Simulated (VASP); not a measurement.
# TiSnTe3 (Pm-3m) in VASP: further runs, part 2 of 2

VASP 6.6.1.

## (3) Single point, PBE

This run uses another cell than the first one, of 31.08 Å³/atom.

INCAR

```
ALGO = Normal ; EDIFF = 1E-7
ENCUT = 520 ; GGA = PE
ISIF = 2 ; ISMEAR = 0
LASPH = True ; LCHARG = True
LELF = True ; LREAL = False
LVHAR = True ; LWAVE = False
NBANDS = 30 ; NELM = 100
PREC = Accurate ; SIGMA = 0.1
```

KPOINTS

```
k-points
0
Gamma
  8 8 8
```

POSCAR

```
TiSnTe3
1.0
    5.3765888433      0.0000000000      0.0000000000
    0.0000000000      5.3765888433      0.0000000000
    0.0000000000      0.0000000000      5.3765888433
Ti Sn Te
1 1 3
Direct
    0.5000000000      0.5000000000      0.5000000000
    0.0000000000      0.0000000000      0.0000000000
    0.5000000000      0.5000000000      0.0000000000
    0.0000000000      0.5000000000      0.5000000000
    0.5000000000      0.0000000000      0.5000000000
```

Potentials or basis: VASP PAW PBE potentials, release 64 (Ti_sv, Sn_d, Te).

The run is started by

```console
cat potpaw_PBE.64/Ti_sv/POTCAR potpaw_PBE.64/Sn_d/POTCAR potpaw_PBE.64/Te/POTCAR > POTCAR
mpirun -np 1 vasp_std > vasp.out
```

It took 1.9 min on 1 thread of Intel Xeon Platinum 8488C (Sapphire Rapids), shared host; peak memory 0.34 GiB.

It converged, with:

```
Free energy            : -21.5387 eV
Pressure               : 0.0 GPa
Band gap on the k mesh : zero (bands 22 and 23 overlap by 0.78 eV)
```

Levels at points of the mesh, in eV from the Fermi level:
```tsv
k point	band 19	band 20	band 21	band 22	band 23	band 24	band 25	band 26
(0.00, 0.00, 0.00)	-1.16	-0.81	-0.81	-0.81	-0.40	-0.40	-0.40	0.72
(0.50, 0.00, 0.00)	-1.81	-1.41	-0.53	-0.53	-0.37	-0.25	0.47	0.47
(0.50, 0.50, 0.00)	-2.74	-2.64	-2.64	-0.20	0.43	1.09	1.09	1.10
(0.50, 0.50, 0.50)	-3.11	0.37	0.37	0.37	0.48	0.48	0.48	2.98
```

Caveat: spin-orbit coupling is left out, which moves the levels of the heavy elements.

## (4) Relaxation of cell and atoms, PBE

INCAR

```
PREC     = Accurate       # precision mode
ENCUT    = 600            # plane-wave cutoff, eV
EDIFF    = 1E-6           # SCF threshold, eV
ISMEAR   = 0              # smearing method
SIGMA    = 0.1            # smearing width, eV
LREAL    = False          # projectors in reciprocal space
LASPH    = True           # aspherical terms in the spheres
NELM     = 80             # most SCF steps
ALGO     = Normal         # electronic algorithm
ISIF     = 3              # what is computed and relaxed
LWAVE    = False          # write WAVECAR
LCHARG   = False          # write CHGCAR
GGA      = PE             # functional
IBRION   = 2              # ionic algorithm
NSW      = 100            # ionic steps
EDIFFG   = -0.01          # ionic threshold
```

KPOINTS

```
Automatic mesh
0
Gamma
  8 8 8
```

Edit POSCAR of step 3 so:

```diff
@@ -2,5 +2,5 @@
 1.0
-    5.3765888433      0.0000000000      0.0000000000
-    0.0000000000      5.3765888433      0.0000000000
-    0.0000000000      0.0000000000      5.3765888433
+    5.3471010700      0.0000000000      0.0000000000
+    0.0000000000      5.3471010700      0.0000000000
+    0.0000000000      0.0000000000      5.3471010700
 Ti Sn Te
```

Potentials or basis: VASP PAW PBE potentials, release 64 (Ti_sv, Sn_d, Te).

The run is started by

```console
cat potpaw_PBE.64/Ti_sv/POTCAR potpaw_PBE.64/Sn_d/POTCAR potpaw_PBE.64/Te/POTCAR > POTCAR
mpirun -np 1 vasp_std > vasp.out
```

OUTCAR:

```text
PREC = Accurate
   ENCUT = 600
   EDIFF = 1E-6
   ISMEAR = 0
   LREAL = False
   LASPH = True
   NELM = 80
   ISIF = 3
   GGA = PE
   IBRION = 2
   NSW = 100
   EDIFFG = -0.01

 ion  position               nearest neighbor table
   1  0.500  0.500  0.500-   3 2.67   4 2.67   5 2.67   3 2.67   5 2.67   4 2.67
   2  0.000  0.000  0.000-
   3  0.500  0.500  0.000-   1 2.67   1 2.67
   4  0.000  0.500  0.500-   1 2.67   1 2.67
   5  0.500  0.000  0.500-   1 2.67   1 2.67

  LATTYP: Found a simple cubic cell.
 ALAT       =     5.3471010700

  Lattice vectors:

 A1 = (   5.3471010700,   0.0000000000,   0.0000000000)
 A2 = (   0.0000000000,   5.3471010700,   0.0000000000)
 A3 = (   0.0000000000,   0.0000000000,   5.3471010700)

[... 264 lines left out ...]
  ext. energy  EPLUGINS =         0.00000000
  ---------------------------------------------------
  free energy    TOTEN  =       -21.53842063 eV

  energy without entropy =      -21.50825596  energy(sigma->0) =      -21.52333829

 E-fermi :   6.1489     XC(G=0):  -9.3632

 val. band max:        6.1396229079   @ k =   0.1250   0.0000   0.0000
 cond. band min:       6.1643802957   @ k =   0.5000   0.3750   0.3750
 fundamental gap:      0.0247573878
 Fermi energy:         6.1489287568

 k-point     1 :       0.0000    0.0000    0.0000
  band No.  band energies     occupation
      1     -51.6388      2.00000
      2     -27.9215      2.00000
      3     -27.9215      2.00000
      4     -27.9215      2.00000
      5     -16.3676      2.00000
      6     -16.3676      2.00000
[... 685 lines left out ...]
     25       7.0834      0.00000
     26       7.3699      0.00000

 [... further k-points ...]

------------------------ aborting loop because EDIFF is reached ----------------------------------------

  FORCE on cell =-STRESS in cart. coord.  units (eV):
  Direction    XX          YY          ZZ          XY          YZ          ZX
  --------------------------------------------------------------------------------------
  -------------------------------------------------------------------------------------
  Total        0.0082190      0.0082190      0.0082190      0.0000000     -0.0000000     -0.0000000
  in kB        0.0848062      0.0848062      0.0848062      0.0000000     -0.0000000     -0.0000000
  external PRESSURE =       0.0848062 kB  Pullay stress =       0.0000000 kB
[... 20 lines left out ...]
  FREE ENERGIE OF THE ION-ELECTRON SYSTEM (eV)
  ---------------------------------------------------
  free  energy   TOTEN  =       -21.5384206330 eV

  energy  without entropy=      -21.5082559561  energy(sigma->0) =      -21.52333829

 reached required accuracy - stopping structural energy minimisation
```

It took 5.6 min on 1 thread of Intel Xeon Platinum 8488C (Sapphire Rapids), shared host; peak memory 0.47 GiB.

Results:

```
Free energy                           : -21.5384 eV
Relaxed volume                        : 31.06 Å³/atom
Relaxed cell                          : a = 5.375 Å, b = 5.375 Å, c = 5.375 Å, α = 90.00°, β = 90.00°, γ = 90.00°
Space group after relaxing (to 0.1 Å) : Pm-3m (No. 221)
Energy gained by relaxing             : 1.1 meV/atom
Ionic steps                           : 3
Pressure after relaxing               : 0.0 GPa
Band gap on the k mesh                : zero (bands 22 and 23 overlap by 0.78 eV)
```

Step by step:
```tsv
step	energy change (eV)	largest force (eV/Å)	pressure (GPa)	volume (Å³)
1	0.0000	0.0000	0.80	152.88
2	-0.0048	0.0000	-0.29	156.30
3	-0.0057	0.0000	0.01	155.28
```

Final structure:
```
Ti Sn Te
1.0
     5.37486    0.00000    0.00000
     0.00000    5.37486    0.00000
     0.00000    0.00000    5.37486
Ti Sn Te
1 1 3
Cartesian
  2.6874 2.6874 2.6874
  0.0000 0.0000 0.0000
  2.6874 2.6874 0.0000
  0.0000 2.6874 2.6874
  2.6874 0.0000 2.6874
```

Caveat: spin-orbit coupling is left out, which moves the levels of the heavy elements.

## (5) The runs side by side

```tsv
task	cell	k mesh	cutoff (eV)	gap on the mesh (eV)	pressure (GPa)
single point	a = 5.347 Å, 5 atoms	4 × 4 × 4	520	none	0.9
single point	a = 5.377 Å, 5 atoms	8 × 8 × 8	520	none	0.0
relaxation of cell and atoms	relaxed from a = 5.347 Å, 5 atoms	8 × 8 × 8	600	none	0.0
```

Alike in all rows: level PBE; potentials or basis VASP PAW PBE potentials, release 64 (Ti_sv, Sn_d, Te); no spin polarisation; smearing gaussian 0.1 eV.

Caveats: spin-orbit coupling is left out, which moves the levels of the heavy elements.

Absolute energies hang on the potentials; compare differences alone.

The gap in the log of VASP goes by the Fermi energy; the results here count the filled bands.